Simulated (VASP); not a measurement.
NiOs8PdPt2: single point with PBE

NiOs8PdPt2:

```
Ni Pd Os Pt
1.0
     4.11164    2.36657   -0.00432
    -0.00772    4.73853    4.39574
     4.10934   -2.37057    4.38992
Ni Pd Os Pt
1 1 8 2
Direct
  0.95290 0.04796 0.71189
  0.45915 0.53938 0.20382
  0.03568 0.28494 0.95747
  0.03806 0.96105 0.29457
  0.54820 0.44312 0.79667
  0.54733 0.12426 0.11787
  0.96630 0.36386 0.37102
  0.96355 0.70880 0.04035
  0.45209 0.88358 0.87727
  0.45946 0.20320 0.54661
  0.03729 0.62443 0.63030
  0.53536 0.79282 0.45960
```

```yaml
Program: VASP 6.6.1
Task: single point
Functional: PBE
Potentials_or_basis: VASP PAW PBE potentials, release 64 (Ni, Pd, Os, Pt)
Cutoff: 520 eV
k_mesh: 3 × 2 × 2, shifted
Occupations: gaussian, width 0.1 eV
Spin: collinear spin, ferromagnetic start
Starting_moments: "[2.0, 0.0, 0.0, 0.0, 0.0, 0.0, 0.0, 0.0, 0.0, 0.0, 0.0, 0.0] μB"
Dipole_correction: no
Further_INCAR_settings: ALGO = Fast; EDIFF = 1e-07; NBANDS = 68; ISYM = 0
```

The pressure is -0.3 GPa, the largest force is 0.047 eV/Å and the band gap on the k mesh is zero (filled and empty bands overlap). The net moment is 0.00 μB per cell and the valence electrons inside the program's atomic spheres are Ni 9.33; Pd 9.78; Os 7.39, 7.28, 7.29, 7.37, 7.24, 7.23, 7.26, 7.27; Pt 9.48.

Forces on the atoms (eV/Å):
```
Ni   0.012 -0.033 -0.032
Pd   0.003  0.013 -0.008
Os  -0.040  0.011  0.006
Os   0.017 -0.010 -0.007
Os   0.032  0.009 -0.006
Os  -0.010  0.006  0.016
Os   0.016 -0.006  0.024
Os   0.010  0.015  0.006
Os   0.011 -0.022 -0.017
Os  -0.025  0.010 -0.014
Pt  -0.009  0.004  0.031
Pt  -0.017  0.004  0.001
```

Stress tensor (GPa, compression positive):
```
-0.20  0.10 -0.02
 0.10 -0.31 -0.07
-0.02 -0.07 -0.36
```

Levels at points of the mesh, in eV from the Fermi level:
Spin up:
```tsv
k point	band 50	band 51	band 52	band 53	band 54	band 55
(0.00, 0.25, 0.25)	-0.43	-0.28	-0.24	-0.04	0.34	0.47
```
Spin down:
```csv
k point,band 49,band 50,band 51,band 52,band 53,band 54,band 55,band 56
"(0.00, 0.25, 0.25)",-0.63,-0.43,-0.28,-0.24,-0.04,0.34,0.47,0.51
```

Wall time 5.7 min on 1 thread of Intel Xeon 8259CL, on a shared host, peak memory 0.38 GiB.

Caveat: the k points lie up to 0.52 Å⁻¹ apart; the moments typed at the start vanished in this run; spin-orbit coupling is left out, which moves the levels of the heavy elements.
